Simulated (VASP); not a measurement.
Runs of VASP 6.6.1 on Br. The structure is that of space group Cmce (No. 64), or close to it. The cells are those of the table. 

| level | cell | k mesh | gap on the mesh (eV) | pressure (GPa) | largest force (eV/Å) |
| --- | --- | --- | --- | --- | --- |
| r2SCAN | a = 4.123, b = 4.123, c = 8.772 Å, angles 90.0, 90.0, 61.5°, 4 atoms | 6 × 6 × 4 | 1.64 | 0.0 | 0.01 |
| r2SCAN | a = 4.145, b = 4.145, c = 8.783 Å, angles 90.0, 90.0, 61.4°, 4 atoms | 6 × 6 × 4 | 1.64 | 0.0 | 0.01 |
| r2SCAN | a = 4.375, b = 4.375, c = 8.859 Å, angles 90.0, 90.0, 59.0°, 4 atoms | 6 × 6 × 4 | 1.68 | -0.5 | - |
| r2SCAN | a = 4.424, b = 4.424, c = 8.761 Å, angles 90.0, 90.0, 58.3°, 4 atoms | 6 × 6 × 4 | 1.75 | (b) | 0.02 |
| PBE | a = 4.454, b = 4.454, c = 8.687 Å, angles 90.0, 90.0, 57.9°, 4 atoms | 6 × 6 × 2 | (a) | 0.1 | 0.02 |
| r2SCAN | a = 4.250, b = 4.250, c = 8.817 Å, angles 90.0, 90.0, 60.1°, 4 atoms | 6 × 6 × 4 | 1.65 | -0.3 | 0.01 |

Alike in all rows: task single point; potentials or basis VASP PAW PBE potentials, release 64 (Br); no spin polarisation; cutoff (eV) 520; smearing gaussian 0.05 eV.

**Question.** Fill in the values left out.

**Answer.** (a) 1.40; (b) -0.4.

Caveats: the PAW data sets were made with another functional, which shifts forces and pressure a little (some runs).

A k mesh can miss the band edges, and the runs leave out spin-orbit coupling on Br.
